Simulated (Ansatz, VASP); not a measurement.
**CO2 in VASP and in Ansatz**

INCAR

```
ALGO = Normal ; EDIFF = 1E-7
ENCUT = 520 ; GGA = PS
ISIF = 2 ; ISMEAR = 1
LASPH = T ; LCHARG = F
LREAL = F ; LWAVE = F
NBANDS = 25 ; NELM = 80
PREC = Accurate ; SIGMA = 0.02
```

The input KPOINTS:

```
k-points
0
Gamma
  7 7 7
```

File POSCAR:

```
CO2
1.0
   -1.9344180765      1.9344180765      2.9525313068
    1.9344180765     -1.9344180765      2.9525313068
    1.9344180765      1.9344180765     -2.9525313068
C O
2 4
Direct
    0.7500000000      0.2500000000      0.5000000000
    0.0000000000      0.0000000000      0.0000000000
    0.7098000000      0.1250000000      0.0848000000
    0.0402000000      0.6250000000      0.9152000000
    0.3750000000      0.2902000000      0.4152000000
    0.8750000000      0.9598000000      0.5848000000
```

Input for Ansatz:

```yaml
crystal:
  lattice:
    - [-1.934418076463881, 1.934418076463881, 2.9525313068352257]
    - [1.934418076463881, -1.934418076463881, 2.9525313068352257]
    - [1.934418076463881, 1.934418076463881, -2.9525313068352257]
  atoms:
    - { symbol: C, position: [0.75, 0.25, 0.5] }
    - { symbol: C, position: [0.0, 0.0, 0.0] }
    - { symbol: O, position: [0.7098, 0.125, 0.0848] }
    - { symbol: O, position: [0.0402, 0.625, 0.9152] }
    - { symbol: O, position: [0.375, 0.2902, 0.4152] }
    - { symbol: O, position: [0.875, 0.9598, 0.5848] }
basis:
  ecutwfc: 557.833418042754
kpoints:
  mp_grid:
    grid: [7, 7, 7]
hamiltonian:
  xc: pbesol
scf:
  convergence:
    dr2_threshold: 1.0e-08
  occupations:
    method: cold
    width: 0.02
output:
  stress: true
```

Alike in both runs: task single point; functional PBEsol; k mesh 7 × 7 × 7; no spin polarisation.

```csv
,VASP,Ansatz
version,VASP 6.6.1,Ansatz 0.2.0
potentials or method,"VASP PAW PBE potentials, release 64 (C, O), cutoff 520 eV","plane waves, PAW"
occupations,"methfessel-paxton of order 1, width 0.02 eV","cold, width 0.02 eV"
valence electrons in the cell,32,32
```

|  | VASP | Ansatz | Ansatz less VASP |
| --- | --- | --- | --- |
| pressure (GPa) | 12.9 | 11.0 | -1.91 |
| traceless stress, the component that is largest in VASP (GPa) | -2.12 | -1.97 | +0.154 |

VASP's potentials were made for PBE, not for PBEsol. Ansatz's warnings: stress scf threshold loose.
